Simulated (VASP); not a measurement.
# KF (I4mm) in VASP: a series of runs

KF is run at these levels: r2SCAN; tasks: single point.

Everything below comes from runs of VASP 6.6.1. Logs are shortened: lines on timing, memory, paths and dates and some standing lists are left out, and cuts for length are marked.

## Step 1: The cell of the first run

The structure is tetragonal, space group I4mm (No. 107). The conventional cell has a = 3.781 Å, b = 3.781 Å, c = 5.347 Å, α = 90.00°, β = 90.00°, γ = 90.00°. Within 3.1 Å of K (site symmetry 4mm) lie 6 F at 2.36 to 2.99 Å. Within 3.1 Å of F (site symmetry 4mm) lie 6 K at 2.36 to 2.99 Å.

## Step 2: Single point, r2SCAN (all F atoms moved +0.312 Å, as atom 2 along Cartesian [1 0 0])

POSCAR reads:

```
KF
1.0
    0.0000000000      2.6735000000      2.6735000000
    2.6735000000      0.0000000000      2.6735000000
    2.6735000000      2.6735000000      0.0000000000
K F
1 1
Direct
    0.0000000000      0.0000000000      0.0000000000
    0.4415560127      0.5584439873      0.5584439873
```

INCAR.step1 reads:

```
PREC     = Accurate       # precision mode
ENCUT    = 520            # plane-wave cutoff, eV
ISMEAR   = 0              # smearing method
SIGMA    = 0.05           # smearing width, eV
LREAL    = False          # projectors in reciprocal space
LASPH    = True           # aspherical terms in the spheres
NELM     = 100            # most SCF steps
NBANDS   = 15             # bands
GGA      = PE             # functional
ALGO     = Normal         # electronic algorithm
EDIFF    = 1E-4           # SCF threshold, eV
LWAVE    = True           # write WAVECAR
LCHARG   = False          # write CHGCAR
```

INCAR.step2 reads:

```
PREC     = Accurate       # precision mode
ENCUT    = 520            # plane-wave cutoff, eV
EDIFF    = 1E-7           # SCF threshold, eV
ISMEAR   = 0              # smearing method
SIGMA    = 0.05           # smearing width, eV
LREAL    = False          # projectors in reciprocal space
LASPH    = True           # aspherical terms in the spheres
NELM     = 100            # most SCF steps
ALGO     = Normal         # electronic algorithm
ISIF     = 2              # what is computed and relaxed
LWAVE    = False          # write WAVECAR
LCHARG   = False          # write CHGCAR
METAGGA  = R2SCAN         # meta-GGA
LMIXTAU  = True         
NBANDS   = 15             # bands
ISTART   = 1
```

KPOINTS reads:

```
Automatic mesh
0
Gamma
  8 8 8
```

Potentials or basis: VASP PAW PBE potentials, release 64 (K_sv, F).

Launch:

```sh
$ cat potpaw_PBE.64/K_sv/POTCAR potpaw_PBE.64/F/POTCAR > POTCAR
$ cp INCAR.step1 INCAR
$ mpirun -np 1 vasp_std > vasp.out
$ cp INCAR.step2 INCAR
$ mpirun -np 1 vasp_std > vasp.out
```

OUTCAR:

```text
PREC = Accurate
   ENCUT = 520
   EDIFF = 1E-7
   ISMEAR = 0
   LREAL = False
   LASPH = True
   NELM = 100
   ISIF = 2
   METAGGA = R2SCAN
   ISTART = 1

 ion  position               nearest neighbor table
   1  0.000  0.000  0.000-   2 2.36   2 2.69   2 2.69   2 2.69   2 2.69
   2  0.442  0.558  0.558-   1 2.36   1 2.69   1 2.69   1 2.69   1 2.69

  LATTYP: Found a face centered cubic cell.
 ALAT       =     5.3470000000

  Lattice vectors:

 A1 = (   0.0000000000,   2.6735000000,   2.6735000000)
 A2 = (   2.6735000000,   0.0000000000,   2.6735000000)
 A3 = (   2.6735000000,   2.6735000000,   0.0000000000)

Analysis of symmetry for initial positions (statically):
=====================================================================
 Subroutine PRICEL returns:
 Original cell was already a primitive cell.

 Routine SETGRP: Setting up the symmetry group for a
 face centered cubic supercell.

 Subroutine GETGRP returns: Found  8 space group operations
 (whereof  8 operations were pure point group operations)
 out of a pool of 48 trial point group operations.

The static configuration has the point symmetry C_4v.

Analysis of symmetry for dynamics (positions and initial velocities):
=====================================================================
 Subroutine PRICEL returns:
 Original cell was already a primitive cell.

 Routine SETGRP: Setting up the symmetry group for a
 face centered cubic supercell.

 Subroutine GETGRP returns: Found  8 space group operations
 (whereof  8 operations were pure point group operations)
 out of a pool of 48 trial point group operations.

The dynamic configuration has the point symmetry C_4v.

 Subroutine INISYM returns: Found  8 space group operations
 (whereof  8 operations are pure point group operations),
 and found     1 'primitive' translations

----------------------------------------------------------------------------------------

                                     Primitive cell

  volume of cell :      38.2182

  direct lattice vectors                    reciprocal lattice vectors
     0.000000000  2.673500000  2.673500000    -0.187020759  0.187020759  0.187020759
     2.673500000  0.000000000  2.673500000     0.187020759 -0.187020759  0.187020759
     2.673500000  2.673500000  0.000000000     0.187020759  0.187020759 -0.187020759

  length of vectors
     3.780899959  3.780899959  3.780899959     0.323929457  0.323929457  0.323929457

  position of ions in fractional coordinates (direct lattice)
     0.000000000  0.000000000  0.000000000
     0.441556013  0.558443987  0.558443987

  ion indices of the primitive-cell ions
   primitive index   ion index
                 1           1
                 2           2

----------------------------------------------------------------------------------------

 KPOINTS: Automatic mesh

Automatic generation of k-mesh.
 Grid dimensions read from file:
 generate k-points for:    8    8    8

 Generating k-lattice:

  Cartesian coordinates                     Fractional coordinates (reciprocal lattice)
    -0.023377595  0.023377595  0.023377595     0.125000000  0.000000000  0.000000000
     0.023377595 -0.023377595  0.023377595     0.000000000  0.125000000  0.000000000
     0.023377595  0.023377595 -0.023377595     0.000000000  0.000000000  0.125000000

  Length of vectors
     0.040491182  0.040491182  0.040491182

  Shift w.r.t. Gamma in fractional coordinates (k-lattice)
     0.000000000  0.000000000  0.000000000

 Subroutine IBZKPT returns following result:
 ===========================================

 Found     59 irreducible k-points:

 Following reciprocal coordinates:
            Coordinates               Weight
  0.000000  0.000000  0.000000      1.000000
  0.125000  0.000000  0.000000      8.000000
  0.250000  0.000000  0.000000      8.000000
  0.375000  0.000000  0.000000      8.000000
  0.500000  0.000000  0.000000      4.000000
  0.125000  0.125000  0.000000      4.000000
[... 16 lines left out ...]
  0.000000  0.375000  0.250000      8.000000
  0.500000  0.250000  0.000000     16.000000
 [... further k-points ...]
   k-points           NKPTS =     59   k-points in BZ     NKDIM =     59   number of bands    NBANDS=     15
   number of dos      NEDOS =    301   number of ions     NIONS =      2
   total plane-waves  NPLWV =  21952
   dimension x,y,z NGX =    28 NGY =   28 NGZ =   28
   dimension x,y,z NGXF=    56 NGYF=   56 NGZF=   56
   ions per type =               1   1
   NGX,Y,Z   is equivalent  to a cutoff of  12.31, 12.31, 12.31 a.u.
   NGXF,Y,Z  is equivalent  to a cutoff of  24.62, 24.62, 24.62 a.u.
 SYSTEM =  unknown system
   PREC   = accura    normal or accurate (medium, high low for compatibility)
   ISTART =      1    job   : 0-new  1-cont  2-samecut
   ICHARG =      0    charge: 1-file 2-atom 10-const
   ISPIN  =      1    spin polarized calculation?
   LNONCOLLINEAR =      F non collinear calculations
   LSORBIT =      F    spin-orbit coupling
   LASPH  =      T    aspherical Exc in radial PAW
   ENCUT  =  520.0 eV  38.22 Ry    6.18 a.u.   7.03  7.03  7.03*2*pi/ulx,y,z
   NELM   =    100;   NELMIN=  2; NELMDL=  0     # of ELM steps
   EDIFF  = 0.1E-06   stopping-criterion for ELM
   LREAL  =      F    real-space projection
   EDIFFG = 0.1E-05   stopping-criterion for IOM
   NSW    =      0    number of steps for IOM
   IBRION =     -1    ionic relax: 0-MD 1-quasi-New 2-CG
   NFREE  =      0    steps in history (QN), initial steepest desc. (CG)
   ISIF   =      2    stress and relaxation
   ISYM   =      2    0-nonsym 1-usesym 2-fastsym
   POTIM  = 0.5000    time-step for ionic-motion
   TEBEG  =    0.0;   TEEND  =   0.0 temperature during run
   PSTRESS=    0.0 pullay stress
   NELECT =      16.0000    total number of electrons
   NUPDOWN=      -1.0000    fix difference up-down
   EMIN   =  10.00;   EMAX   =-10.00  energy-range for DOS
   EFERMI =   0.00;   METHOD = LEGACY
   ISMEAR =     0;   SIGMA  =   0.05  broadening in eV -4-tet -1-fermi 0-gaus
   EFERMI_NEDOS =   21; number of points for ismear=-14 and -15
   IALGO  =     38    algorithm
   IMIX   =      4    mixing-type and parameters
     AMIX     =   0.40;   BMIX     =  1.00
     AMIX_MAG =   1.60;   BMIX_MAG =  1.00
  volume/ion in A,a.u.               =      19.11       128.95
  Fermi-wavevector in a.u.,A,eV,Ry     =   1.224686  2.314320 20.406766  1.499855
  Thomas-Fermi vector in A             =   2.359751
   LORBIT       =      0    0 simple, 1 ext, 2 COOP (PROOUT), +10 PAW based schemes
   METAGGA = R2SCAN    functional components
   LHFCALC =     F    Hartree Fock is set to
   AEXX    =    0.0000 exact exchange contribution
   IVDW    =     0    specifies the selected vdW correction
   LEPSILON=     F    determine dielectric tensor
   LRPA    =     F    only Hartree local field effects (RPA)
 non-spin polarized calculation
 Gauss-broadening in eV      SIGMA  =   0.05
  energy-cutoff  :      520.00
  volume of cell :       38.22
 maximum number of plane-waves:      1056
   NGX = 13   NGY = 13   NGZ = 13

 number of electron      16.0000001 magnetization

 Free energy of the ion-electron system (eV)
  ---------------------------------------------------
  ext. energy  EPLUGINS =         0.00000000
  ---------------------------------------------------
  free energy    TOTEN  =       -14.87003803 eV

  energy without entropy =      -14.87003803  energy(sigma->0) =      -14.87003803

 E-fermi :  -3.1346     XC(G=0):  -8.8670

 val. band max:       -3.3840874060   @ k =   0.1250   0.1250   0.0000
 cond. band min:       3.4314972283   @ k =   0.0000   0.0000   0.0000
 fundamental gap:      6.8155846343
 Fermi energy:        -3.1345764778

 k-point     1 :       0.0000    0.0000    0.0000
  band No.  band energies     occupation
      1     -30.4332      2.00000
      2     -23.1835      2.00000
      3     -12.9201      2.00000
      4     -12.9120      2.00000
      5     -12.9120      2.00000
      6      -3.4421      2.00000
      7      -3.4420      2.00000
      8      -3.3879      2.00000
      9       3.4315      0.00000
     10       8.1369      0.00000
     11       8.2919      0.00000
     12       8.2919      0.00000
     13       9.9840      0.00000
     14      10.2685      0.00000
     15      13.7625      0.00000

 k-point     2 :       0.1250    0.0000    0.0000
  band No.  band energies     occupation
      1     -30.4189      2.00000
      2     -23.1987      2.00000
      3     -12.9651      2.00000
      4     -12.9188      2.00000
      5     -12.9148      2.00000
      6      -3.5643      2.00000
      7      -3.4819      2.00000
      8      -3.4257      2.00000
      9       3.8583      0.00000
     10       7.8702      0.00000
     11       8.4065      0.00000
     12       8.4668      0.00000
     13      10.1425      0.00000
     14      10.4287      0.00000
     15      14.5917      0.00000

 k-point     3 :       0.2500    0.0000    0.0000
  band No.  band energies     occupation
      1     -30.3839      2.00000
      2     -23.2337      2.00000
      3     -13.0558      2.00000
      4     -12.9383      2.00000
      5     -12.9347      2.00000
      6      -3.8202      2.00000
      7      -3.5773      2.00000
      8      -3.5216      2.00000
      9       4.9260      0.00000
     10       7.4047      0.00000
     11       8.8855      0.00000
     12       8.9195      0.00000
     13      10.5946      0.00000
     14      10.8718      0.00000
     15      15.8913      0.00000
[... 343 lines left out ...]
 k-point    23 :       0.0000    0.3750    0.2500
  band No.  band energies     occupation
      1     -30.3405      2.00000
      2     -23.2544      2.00000
      3     -13.1733      2.00000
      4     -13.0617      2.00000
      5     -13.0506      2.00000
      6      -3.7848      2.00000
      7      -3.5102      2.00000
      8      -3.4890      2.00000
      9       6.0337      0.00000
     10       6.2265      0.00000
     11       9.6874      0.00000
     12      10.2311      0.00000
     13      10.9551      0.00000
     14      11.1176      0.00000
     15      15.5642      0.00000

 k-point    24 :       0.5000    0.2500    0.0000
  band No.  band energies     occupation
      1     -30.3240      2.00000
      2     -23.2532      2.00000
      3     -13.2859      2.00000
      4     -13.0945      2.00000
      5     -13.0323      2.00000
      6      -3.8214      2.00000
      7      -3.6546      2.00000
      8      -3.5217      2.00000
      9       6.4242      0.00000
     10       7.2341      0.00000
     11       9.0275      0.00000
     12      10.4394      0.00000
     13      11.7357      0.00000
     14      12.0921      0.00000
     15      13.3898      0.00000

 [... further k-points ...]

------------------------ aborting loop because EDIFF is reached ----------------------------------------

  FORCE on cell =-STRESS in cart. coord.  units (eV):
  Direction    XX          YY          ZZ          XY          YZ          ZX
  --------------------------------------------------------------------------------------
  -------------------------------------------------------------------------------------
  Total        1.2113329     -0.2013950     -0.2013950     -0.0000000      0.0000000      0.0000000
  in kB       50.7812673     -8.4428424     -8.4428424     -0.0000000      0.0000000      0.0000000
  external PRESSURE =      11.2985275 kB  Pullay stress =       0.0000000 kB

 VOLUME and BASIS-vectors are now :
 -----------------------------------------------------------------------------
  energy-cutoff  :      520.00
  volume of cell :       38.22
      direct lattice vectors                 reciprocal lattice vectors
     0.000000000  2.673500000  2.673500000    -0.187020759  0.187020759  0.187020759
     2.673500000  0.000000000  2.673500000     0.187020759 -0.187020759  0.187020759
     2.673500000  2.673500000  0.000000000     0.187020759  0.187020759 -0.187020759

 POSITION                                       TOTAL-FORCE (eV/Angst)
 -----------------------------------------------------------------------------------
      0.00000      0.00000      0.00000         0.792354      0.000000      0.000000
      2.98600      2.67350      2.67350        -0.792354      0.000000      0.000000
 -----------------------------------------------------------------------------------
    total drift:                               -0.001528     -0.000002     -0.000002

  FREE ENERGIE OF THE ION-ELECTRON SYSTEM (eV)
  ---------------------------------------------------
  free  energy   TOTEN  =       -14.8700380291 eV

  energy  without entropy=      -14.8700380291  energy(sigma->0) =      -14.87003803
```

Run time: 4 min. Hardware: 1 thread of Intel Xeon 8259CL, shared host; peak memory 0.18 GiB.

Results:

* Free energy: -14.8700 eV
* Pressure: 1.1 GPa
* Largest force: 0.792 eV/Å
* Band gap on the k mesh: 6.82 eV

Forces on the atoms (eV/Å):
```
K    0.792  0.000  0.000
F   -0.792  0.000  0.000
```

Levels at points of the mesh, in eV from the valence-band top:
```
           k point  band 6  band 7  band 8  band 9  band 10  band 11
(0.00, 0.00, 0.00)   -0.06   -0.06    0.00    6.82    11.52    11.68
(0.50, 0.00, 0.00)   -0.74   -0.33   -0.28    9.68    11.09    12.97
(0.50, 0.50, 0.00)   -0.21   -0.16    0.00    9.06    11.07    12.47
(0.00, 0.50, 0.50)   -0.10   -0.05   -0.05    8.81    10.83    12.48
```

Caveat: the cell differs from its parent crystal (all F atoms moved +0.312 Å, as atom 2 along Cartesian [1 0 0]); the PAW data sets were made with another functional, which shifts forces and pressure a little.

## Step 3: Single point, r2SCAN (all F atoms moved +0.188 Å, as atom 2 along Cartesian [1 0 0])

POSCAR: that of step 2 with these lines changed.

```diff
@@ -9,2 +9,2 @@
     0.0000000000      0.0000000000      0.0000000000
-    0.4415560127      0.5584439873      0.5584439873
+    0.4649336076      0.5350663924      0.5350663924
```

INCAR.step1 reads:

```
ALGO = Normal
EDIFF = 1E-4
ENCUT = 520
GGA = PE
ISMEAR = 0
LASPH = T
LCHARG = F
LREAL = F
LWAVE = T
NBANDS = 15
NELM = 100
PREC = Accurate
SIGMA = 0.05
```

INCAR.step2 reads:

```
ALGO = Normal
EDIFF = 1E-7
ENCUT = 520
ISIF = 2
ISMEAR = 0
ISTART = 1
LASPH = T
LCHARG = T
LELF = T
LMIXTAU = T
LREAL = F
LVHAR = T
LWAVE = F
METAGGA = R2SCAN
NBANDS = 15
NELM = 100
PREC = Accurate
SIGMA = 0.05
```

KPOINTS reads:

```
k-points
0
Gamma
  8 8 8
```

Potentials or basis: VASP PAW PBE potentials, release 64 (K_sv, F).

Launch:

```sh
$ cat potpaw_PBE.64/K_sv/POTCAR potpaw_PBE.64/F/POTCAR > POTCAR
$ cp INCAR.step1 INCAR
$ mpirun -np 1 vasp_std > vasp.out
$ cp INCAR.step2 INCAR
$ mpirun -np 1 vasp_std > vasp.out
```

It took 4.4 min on 1 thread of Intel Xeon 8259CL, shared host; peak memory 0.18 GiB.

The run converged. Its results:

| Quantity | Value |
| --- | --- |
| Free energy | -14.9405 eV |
| Pressure | 0.0 GPa |
| Largest force | 0.371 eV/Å |
| Band gap on the k mesh | 6.82 eV |

Forces in eV/Å, atoms in the order of the input:
```
K    0.371  0.000  0.000
F   -0.371  0.000  0.000
```

Stress tensor (GPa, compression positive):
```
 1.33  0.00  0.00
 0.00 -0.69  0.00
 0.00  0.00 -0.69
```

Levels at points of the mesh, in eV from the valence-band top:
```csv
k point,band 5,band 6,band 7,band 8,band 9,band 10,band 11,band 12
"(0.00, 0.00, 0.00)",-9.58,-0.02,-0.02,0.00,6.82,11.48,11.53,11.53
"(0.50, 0.00, 0.00)",-9.62,-0.75,-0.33,-0.31,9.68,11.18,12.94,12.98
"(0.50, 0.50, 0.00)",-9.78,-0.20,-0.09,-0.03,8.87,11.16,12.43,14.66
"(0.00, 0.50, 0.50)",-9.79,-0.17,-0.05,-0.05,8.78,11.08,12.44,14.65
```

Caveat: the cell differs from its parent crystal (all F atoms moved +0.188 Å, as atom 2 along Cartesian [1 0 0]); the PAW data sets were made with another functional, which shifts forces and pressure a little. A k mesh can miss the band edges.
